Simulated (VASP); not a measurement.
Set up this calculation in VASP 6.6.1, as the native input.

| Property | Result |
| --- | --- |
| Task | single point |
| Functional | PBE |
| Potentials or basis | VASP PAW PBE potentials, release 64 (In_d, Pd) |
| Cutoff | 520 eV |
| k mesh | 7 × 7 × 7 |
| Occupations | gaussian, width 0.1 eV |
| Spin | no spin polarisation |
| Dipole correction | no |
| Further INCAR settings | ALGO = Normal; EDIFF = 1e-07; NBANDS = 18 |

The structure of InPd lies in POSCAR:

```
InPd
1.0
    3.2718847800      0.0000000000      0.0000000000
    0.0000000000      3.2718847800      0.0000000000
    0.0000000000      0.0000000000      3.2718847800
In Pd
1 1
Direct
    0.0000000000      0.0000000000      0.0000000000
    0.5000000000      0.5000000000      0.5000000000
```

The input as run:

INCAR

```
SYSTEM = InPd
ALGO = Normal
EDIFF = 1E-7
ENCUT = 520
GGA = PE
ISIF = 2
ISMEAR = 0
LASPH = .True.
LCHARG = .False.
LREAL = .False.
LWAVE = .False.
NBANDS = 18
NELM = 100
PREC = Accurate
SIGMA = 0.1
```

KPOINTS

```
k-points
0
Gamma
  7 7 7
  0 0 0
```

Potentials or basis: VASP PAW PBE potentials, release 64 (In_d, Pd).

Run with:

```bash
$ cat potpaw_PBE.64/In_d/POTCAR potpaw_PBE.64/Pd/POTCAR > POTCAR
$ mpirun -np 1 vasp_std > vasp.out
```

It gave:

The pressure is 4.0 GPa.

Run time: 10 s on 1 thread of Intel(R) Xeon(R) Platinum 8259CL CPU @ 2.50GHz (Skylake/Cascade Lake) (shared host), peak memory 0.14 GiB.
